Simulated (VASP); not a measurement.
Runs of VASP 6.6.1 on Al4GeRu. The structure is that of space group F-43m (No. 216), or close to it. The cells are those of the table. 

| task | spin | cell | k mesh | cutoff (eV) | gap on the mesh (eV) | pressure (GPa) | relaxed volume (Å³/atom) | largest force (eV/Å) |
| --- | --- | --- | --- | --- | --- | --- | --- | --- |
| single point | collinear, ferromagnetic start | a = 5.144 Å, angles 60.0°, 6 atoms | 4 × 4 × 4 | 520 | none | 0.1 | - | 0.06 |
| single point | off | a = 5.144 Å, angles 60.0°, 6 atoms | 4 × 4 × 4 | 520 | none | 0.1 | - | 0.06 |
| single point | off | a = 5.138 Å, angles 60.0°, 6 atoms | 10 × 10 × 10 | 520 | none | 0.0 | - | - |
| relaxation of cell and atoms | off | relaxed from a = 5.144 Å, angles 60.0°, 6 atoms | 10 × 10 × 10 | 600 | none | 0.0 | 15.98 | - |
| single point | off | a = 4.991 Å, angles 60.0°, 6 atoms | 4 × 4 × 4 | 520 | none | (a) | - | 0.94 |
| relaxation of cell and atoms | off | relaxed from a = 4.991 Å, angles 60.0°, 6 atoms | 4 × 4 × 4 | 600 | none | 0.1 | 16.04 | 0.01 |

Alike in all rows: level PBE; potentials or basis VASP PAW PBE potentials, release 64 (Al, Ge_d, Ru_pv); smearing gaussian 0.1 eV.

Fill in the values left out.

(a) 11.3.

Caveats: some runs use coarse meshes.

A k mesh can miss the band edges, and the runs leave out spin-orbit coupling on Ge, Ru.

A gap of «none» marks levels without a gap at the run's occupations.
